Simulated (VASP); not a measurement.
# HfO2 (P2_12_12) in VASP: notebook

The runs below take HfO2 through electric field gradients, with PBE, PBEsol.

Program: VASP 6.6.1. These are calculated values, not measurements. Logs are shortened: lines on timing, memory, paths and dates and some standing lists are left out, and cuts for length are marked.

### Step 1. The cell of the first run

The structure is orthorhombic, space group P2_12_12 (No. 18). The conventional cell has a = 5.080 Å, b = 5.165 Å, c = 4.891 Å, α = 90.00°, β = 90.00°, γ = 90.00°. Hf (site symmetry 1) has 7 O at 1.99 to 2.25 Å within 2.6 Å. O (site symmetry 2) has 4 Hf at 2.16 to 2.18 Å and 10 O at 2.56 to 2.88 Å within 2.9 Å. Within 2.8 Å of O (site symmetry 2) lie 4 Hf at 2.13 to 2.15 Å and 8 O at 2.56 to 2.73 Å. O (site symmetry 1) has 3 Hf at 1.99 to 2.25 Å and 10 O at 2.54 to 2.88 Å within 2.9 Å.

### Step 2. Electric field gradients, PBE

Input file INCAR:

```
PREC = Accurate
ENCUT = 520
EDIFF = 1E-8
ISMEAR = -1
SIGMA = 0.02
LREAL = F
LASPH = T
NELM = 60
ALGO = Normal
ISIF = 2
LWAVE = F
LCHARG = F
GGA = PE
LEFG = T
NBANDS = 56
```

Input file KPOINTS:

```
Automatic mesh
0
Gamma
  4 4 4
```

Input file POSCAR:

```
HfO2
1.0
    5.0803194000      0.0000000000      0.0000000000
    0.0000000000      5.1648674500      0.0000000000
    0.0000000000      0.0000000000      4.8908836500
Hf O
4 8
Direct
    0.2774091800      0.2817995800      0.7279320600
    0.7774091800      0.2182004200      0.2720679400
    0.7225908200      0.7182004200      0.7279320600
    0.2225908200      0.7817995800      0.2720679400
    0.5000000000      0.5000000000      0.4243750100
    0.0000000000      0.0000000000      0.5756249900
    0.5000000000      0.0000000000      0.5109455500
    0.0000000000      0.5000000000      0.4890544500
    0.3131846800      0.6636487800      0.8954653800
    0.8131846800      0.8363512200      0.1045346200
    0.6868153200      0.3363512200      0.8954653800
    0.1868153200      0.1636487800      0.1045346200
```

Potentials or basis: VASP PAW PBE potentials, release 64 (Hf_pv, O).

Launch:

```
cat potpaw_PBE.64/Hf_pv/POTCAR potpaw_PBE.64/O/POTCAR > POTCAR
mpirun -np 1 vasp_std > vasp.out
```

OUTCAR:

```text
PREC = Accurate
   ENCUT = 520
   EDIFF = 1E-8
   ISMEAR = -1
   LREAL = F
   LASPH = T
   NELM = 60
   ISIF = 2
   GGA = PE

 ion  position               nearest neighbor table
   1  0.277  0.282  0.728-  12 1.99   7 2.13   9 2.14   8 2.15   6 2.16   5 2.18  11 2.25   3 3.19
                             2 3.40   2 3.40   4 3.42   4 3.42   3 3.61   3 3.69   2 3.69   2 3.69
   2  0.777  0.218  0.272-  11 1.99   8 2.13  10 2.14   7 2.15   5 2.16   6 2.18  12 2.25   4 3.19
                             1 3.40   1 3.40   3 3.42   3 3.42   4 3.61   4 3.69   1 3.69   1 3.69
   3  0.723  0.718  0.728-  10 1.99   7 2.13  11 2.14   8 2.15   6 2.16   5 2.18   9 2.25   1 3.19
                             4 3.40   4 3.40   2 3.42   2 3.42   1 3.61   1 3.69   4 3.69   4 3.69
   4  0.223  0.782  0.272-   9 1.99   8 2.13  12 2.14   7 2.15   5 2.16   6 2.18  10 2.25   2 3.19
                             3 3.40   3 3.40   1 3.42   1 3.42   2 3.61   2 3.69   3 3.69   3 3.69
   5  0.500  0.500  0.424-   2 2.16   4 2.16   3 2.18   1 2.18
   6  0.000  0.000  0.576-   1 2.16   3 2.16   2 2.18   4 2.18
   7  0.500  0.000  0.511-   1 2.13   3 2.13   2 2.15   4 2.15
   8  0.000  0.500  0.489-   2 2.13   4 2.13   3 2.15   1 2.15
   9  0.313  0.664  0.895-   4 1.99   1 2.14   3 2.25
  10  0.813  0.836  0.105-   3 1.99   2 2.14   4 2.25
  11  0.687  0.336  0.895-   2 1.99   3 2.14   1 2.25
  12  0.187  0.164  0.105-   1 1.99   4 2.14   2 2.25

  LATTYP: Found a simple orthorhombic cell.
 ALAT       =     4.8908836500
 B/A-ratio  =     1.0387324180
 C/A-ratio  =     1.0560192840

  Lattice vectors:

 A1 = (   0.0000000000,   0.0000000000,   4.8908836500)
 A2 = (   5.0803194000,   0.0000000000,   0.0000000000)
 A3 = (   0.0000000000,   5.1648674500,   0.0000000000)

Analysis of symmetry for initial positions (statically):
=====================================================================
 Subroutine PRICEL returns:
 Original cell was already a primitive cell.

 Routine SETGRP: Setting up the symmetry group for a
 simple orthorhombic supercell.

 Subroutine GETGRP returns: Found  4 space group operations
 (whereof  2 operations were pure point group operations)
 out of a pool of  8 trial point group operations.

The static configuration has the point symmetry C_2 .
 The point group associated with its full space group is D_2 .

Analysis of symmetry for dynamics (positions and initial velocities):
=====================================================================
 Subroutine PRICEL returns:
 Original cell was already a primitive cell.
[... 1619 lines left out ...]
     0.000000000  0.000000000  4.890883650     0.000000000  0.000000000  0.204462030

 POSITION                                       TOTAL-FORCE (eV/Angst)
 -----------------------------------------------------------------------------------
      1.40933      1.45546      3.56023        -0.024422     -0.012899      0.000306
      3.94949      1.12698      1.33065        -0.024422      0.012899     -0.000306
      3.67099      3.70941      3.56023         0.024422      0.012899      0.000306
      1.13083      4.03789      1.33065         0.024422     -0.012899     -0.000306
      2.54016      2.58243      2.07557        -0.000000      0.000000     -0.097680
      0.00000      0.00000      2.81531        -0.000000      0.000000      0.097680
      2.54016      0.00000      2.49898        -0.000000      0.000000      0.002953
      0.00000      2.58243      2.39191        -0.000000      0.000000     -0.002953
      1.59108      3.42766      4.37962        -0.013395      0.025760     -0.101450
      4.13124      4.31964      0.51127        -0.013395     -0.025760      0.101450
      3.48924      1.73721      4.37962         0.013395     -0.025760     -0.101450
      0.94908      0.84522      0.51127         0.013395      0.025760      0.101450
 -----------------------------------------------------------------------------------
    total drift:                               -0.000000     -0.000000      0.000000

  FREE ENERGIE OF THE ION-ELECTRON SYSTEM (eV)
  ---------------------------------------------------
  free  energy   TOTEN  =      -120.8945440321 eV

  energy  without entropy=     -120.8945440321  energy(sigma->0) =     -120.89454403

 Electric field gradients (V/A^2)
---------------------------------------------------------------------
 ion       V_xx      V_yy      V_zz      V_xy      V_xz      V_yz
---------------------------------------------------------------------
   1     127.316   -35.719   -91.597  -109.464    34.984    30.076
   2     127.316   -35.719   -91.597   109.464   -34.984    30.076
   3     127.316   -35.719   -91.597  -109.464   -34.984   -30.076
   4     127.316   -35.719   -91.597   109.464    34.984   -30.076
   5      -9.037     4.770     4.267   -19.150    -0.000    -0.000
   6      -9.037     4.770     4.267    19.150    -0.000     0.000
   7     -11.656     1.944     9.713     0.316     0.000    -0.000
   8     -11.656     1.944     9.713    -0.316    -0.000    -0.000
   9      16.508     3.793   -20.301    25.794   -23.842    20.392
  10      16.508     3.793   -20.301   -25.794    23.842    20.392
  11      16.508     3.793   -20.301    25.794    23.842   -20.392
  12      16.508     3.793   -20.301   -25.794   -23.842   -20.392
---------------------------------------------------------------------

 Electric field gradients after diagonalization (V/A^2)
 (convention: |V_zz| > |V_xx| > |V_yy|)
----------------------------------------------------------------------
 ion       V_xx      V_yy      V_zz     asymmetry (V_yy - V_xx)/ V_zz
----------------------------------------------------------------------
   1    -134.226   -49.231   183.457       0.463
   2    -134.226   -49.231   183.457       0.463
   3    -134.226   -49.231   183.457       0.463
   4    -134.226   -49.231   183.457       0.463
   5      18.223     4.267   -22.490       0.621
   6      18.223     4.267   -22.490       0.621
   7       9.713     1.951   -11.664       0.665
   8       9.713     1.951   -11.664       0.665
   9      37.663    11.749   -49.413       0.524
  10      37.663    11.749   -49.413       0.524
  11      37.663    11.749   -49.413       0.524
  12      37.663    11.749   -49.413       0.524
----------------------------------------------------------------------

           NMR quadrupolar parameters

 Cq : quadrupolar parameter    Cq=e*Q*V_zz/h
 eta: asymmetry parameters     (V_yy - V_xx)/ V_zz
 Q  : nuclear electric quadrupole moment in mb (millibarn)
----------------------------------------------------------------------
 ion       Cq(MHz)       eta       Q (mb)
----------------------------------------------------------------------
   1       0.444       0.463       1.000
   2       0.444       0.463       1.000
   3       0.444       0.463       1.000
   4       0.444       0.463       1.000
   5      -0.054       0.621       1.000
   6      -0.054       0.621       1.000
   7      -0.028       0.665       1.000
   8      -0.028       0.665       1.000
   9      -0.119       0.524       1.000
  10      -0.119       0.524       1.000
  11      -0.119       0.524       1.000
  12      -0.119       0.524       1.000
----------------------------------------------------------------------
```

stdout:

```text
POSCAR found type information on POSCAR HfO
 POSCAR found :  2 types and      12 ions
 scaLAPACK will be used
 LDA part: xc-table for (Slater+PW92), standard interpolation
 POSCAR, INCAR and KPOINTS ok, starting setup
 FFT: planning ... GRIDC
 FFT: planning ... GRID_SOFT
 FFT: planning ... GRID
 WAVECAR not read
 entering main loop
ion   1
     0.0000654     2.1368589    -0.8363803     1.9390128    -1.0076850    -1.5598622
     0.0000901     2.1368589    -0.8363803     1.9390128    -1.0076850    -1.5598622
     0.0001241     2.1368589    -0.8363803     1.9390128    -1.0076850    -1.5598622
     0.0001709     2.1368589    -0.8363803     1.9390128    -1.0076850    -1.5598622

     0.0000654   101.1097907   -28.2916833    74.2901805   -33.0242430   -75.7161523
     0.0000901   101.0733200   -28.2845999    74.2679658   -33.0155532   -75.6890769
     0.0001241   101.0175474   -28.2739453    74.2343253   -33.0024664   -75.6477796
     0.0001709   100.9326256   -28.2580003    74.1836215   -32.9828560   -75.5850671
[... 75 lines left out ...]
ion  12
     0.0000293     7.9118174     4.6132222     6.5948700     6.2550649    -2.3652994
     0.0000403     7.9118174     4.6132222     6.5948700     6.2550649    -2.3652993
     0.0000555     7.9118173     4.6132221     6.5948699     6.2550648    -2.3652993
     0.0000765     7.9118171     4.6132220     6.5948698     6.2550646    -2.3652993

     0.0000293    23.8672834    16.5097512    17.8576636    20.4808831    -6.3895941
     0.0000403    23.8672794    16.5097482    17.8576608    20.4808795    -6.3895930
     0.0000555    23.8672725    16.5097430    17.8576559    20.4808734    -6.3895913
     0.0000765    23.8672609    16.5097344    17.8576477    20.4808630    -6.3895884
```

It took 6.7 min on 1 thread of Intel Xeon 8259CL, shared host; peak memory 0.31 GiB.

Results:

| Property | Result |
| --- | --- |
| Free energy | -120.8945 eV |
| Pressure | 6.5 GPa |
| Largest force | 0.106 eV/Å |
| Band gap on the k mesh | 3.82 eV |
| Largest electric field gradient by atom | Hf +183.5; O -22.5, -11.7, -49.4 (each value once) V/Å² |

Forces in eV/Å, atoms in the order of the input:
```
Hf  -0.024 -0.013  0.000
Hf  -0.024  0.013  0.000
Hf   0.024  0.013  0.000
Hf   0.024 -0.013  0.000
O    0.000  0.000 -0.098
O    0.000  0.000  0.098
O    0.000  0.000  0.003
O    0.000  0.000 -0.003
O   -0.013  0.026 -0.101
O   -0.013 -0.026  0.101
O    0.013 -0.026 -0.101
O    0.013  0.026  0.101
```

Electric field gradients, principal values (V/Å²):
```tsv
atom	least	middle	greatest (by size)
1 Hf	-49.231	-134.226	183.457
2 Hf	-49.231	-134.226	183.457
3 Hf	-49.231	-134.226	183.457
4 Hf	-49.231	-134.226	183.457
5 O	4.267	18.223	-22.490
6 O	4.267	18.223	-22.490
7 O	1.951	9.713	-11.664
8 O	1.951	9.713	-11.664
9 O	11.749	37.663	-49.413
10 O	11.749	37.663	-49.413
11 O	11.749	37.663	-49.413
12 O	11.749	37.663	-49.413
```

Caveat: the cell stands under pressure; without QUAD_EFG the Cq values of the log hold for a quadrupole moment of 1 mb, not for the nuclei; spin-orbit coupling is left out, which moves the levels of the heavy elements. A k mesh can miss the band edges.

(Part 1 of 2 ends here.)
